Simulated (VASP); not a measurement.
Sr4O3:

```
Sr O
1.0
     4.98978    0.00000    0.00000
    -2.49489    4.32127    0.00000
     0.00000    0.00000    7.69678
Sr O
4 3
Cartesian
  0.0000 2.8808 6.1486
  2.4949 1.4404 6.1486
  2.4949 1.4404 1.5482
  0.0000 2.8808 1.5482
  2.4949 0.0000 0.0000
  -1.2474 2.1606 0.0000
  1.2474 2.1606 0.0000
```

The cell was generated, and may not be a known phase.

```yaml
Program: VASP 6.6.1
Task: relaxation of cell and atoms
Functional: PBE
Potentials_or_basis: VASP PAW PBE potentials, release 64 (Sr_sv, O)
Cutoff: 600 eV
k_mesh: 6 × 6 × 2
Occupations: gaussian, width 0.1 eV
Spin: no spin polarisation
```

At the start: pressure 29.9 GPa; volume 23.71 Å³/atom.

Q: Where does the relaxation end?

A: Over 12 steps the energy falls by 1216.5 meV/atom and the volume is 37.68 Å³/atom (+59.0 %); space group P6/mmm (No. 191, to 0.1 Å) before and after.

Step by step:
```tsv
step	energy change (eV)	largest force (eV/Å)	pressure (GPa)	volume (Å³)
1	0.0000	3.5519	29.93	165.96
2	-3.4593	3.9594	-6.22	295.84
3	-5.1677	3.0887	0.01	229.83
4	-8.4508	0.1175	-1.04	268.73
5	-8.4875	0.4540	-0.90	264.94
6	-8.4961	0.1741	0.97	255.97
7	-8.5097	0.1115	0.12	259.86
8	-8.5118	0.0675	0.09	260.78
9	-8.5130	0.0102	0.06	261.99
10	-8.5146	0.0480	-0.06	263.10
11	-8.5149	0.0715	-0.14	263.79
12	-8.5157	0.0283	-0.04	263.79
```

Final structure:
```
Sr O
1.0
     6.38397    0.00000    0.00000
    -3.19198    5.52868    0.00000
     0.00000    0.00000    7.47400
Sr O
4 3
Direct
  0.33333 0.66667 0.79860
  0.66667 0.33333 0.79860
  0.66667 0.33333 0.20140
  0.33333 0.66667 0.20140
  0.50000 0.00000 0.00000
  0.00000 0.50000 0.00000
  0.50000 0.50000 0.00000
```

Caveat: the k points lie up to 0.42 Å⁻¹ apart in the final cell; the volume moved by over 15 % at a fixed basis, so the end points are rough.
